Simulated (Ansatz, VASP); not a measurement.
# Sb in VASP and in Ansatz

POSCAR

```
Sb
1.0
   -1.8460493956      1.8460493956      1.8460493956
    1.8460493956     -1.8460493956      1.8460493956
    1.8460493956      1.8460493956     -1.8460493956
Sb
1
Direct
    0.0000000000      0.0000000000      0.0000000000
```

The input INCAR.step1:

```
ALGO = Normal ; EDIFF = 1E-4
ENCUT = 520 ; GGA = PE
ISMEAR = -1 ; LASPH = T
LCHARG = F ; LREAL = F
LWAVE = T ; NBANDS = 8
NELM = 80 ; PREC = Accurate
SIGMA = 0.05
```

Contents of INCAR.step2:

```
ALGO = Normal ; EDIFF = 1E-7
ENCUT = 520 ; ISIF = 2
ISMEAR = -1 ; ISTART = 1
LASPH = T ; LCHARG = T
LELF = T ; LMIXTAU = T
LREAL = F ; LVHAR = T
LWAVE = F ; METAGGA = R2SCAN
NBANDS = 8 ; NELM = 80
PREC = Accurate ; SIGMA = 0.05
```

The input KPOINTS:

```
k-points
0
Gamma
  10 10 10
```

The input input.yaml:

```yaml
crystal:
  lattice:
    - [-1.8460493956, 1.8460493956, 1.8460493956]
    - [1.8460493956, -1.8460493956, 1.8460493956]
    - [1.8460493956, 1.8460493956, -1.8460493956]
  atoms:
    - { symbol: Sb, position: [0.0, 0.0, 0.0] }
hamiltonian:
  xc: r2scan
  pseudopotentials: { kind: paw }
kpoints:
  mp_grid: { grid: [10, 10, 10] }
scf:
  occupations: { method: fermi_dirac, width: 0.05 }
output:
  forces: true
  stress: true
  eigenvalues: true
```

Alike in both runs: task single point; functional r2SCAN; k mesh 10 × 10 × 10; occupations fermi-dirac, width 0.05 eV; no spin polarisation.

|  | VASP | Ansatz |
| --- | --- | --- |
| version | VASP 6.6.1 | Ansatz 0.2.0 |
| potentials or method | VASP PAW PBE potentials, release 64 (Sb) | Ansatz PAW |
| plane-wave cutoff (eV) | 520 | 500 |
| valence electrons in the cell | 5 | 15 |

Ansatz gave:

```
gap on the k mesh at the Fermi level (eV) : none
pressure (GPa)                            : 5.7
```

What did VASP give for the same quantities?

gap on the k mesh at the Fermi level (eV): none; pressure (GPa): 5.6.

VASP's potentials were made for PBE, not for r2SCAN. A gap of «none» marks a metal or a gap that the smearing closes. VASP's potentials hold 5 valence electrons a cell and Ansatz's 15, so a difference there can come from the potentials and not from the codes.

Spin-orbit coupling is off throughout.
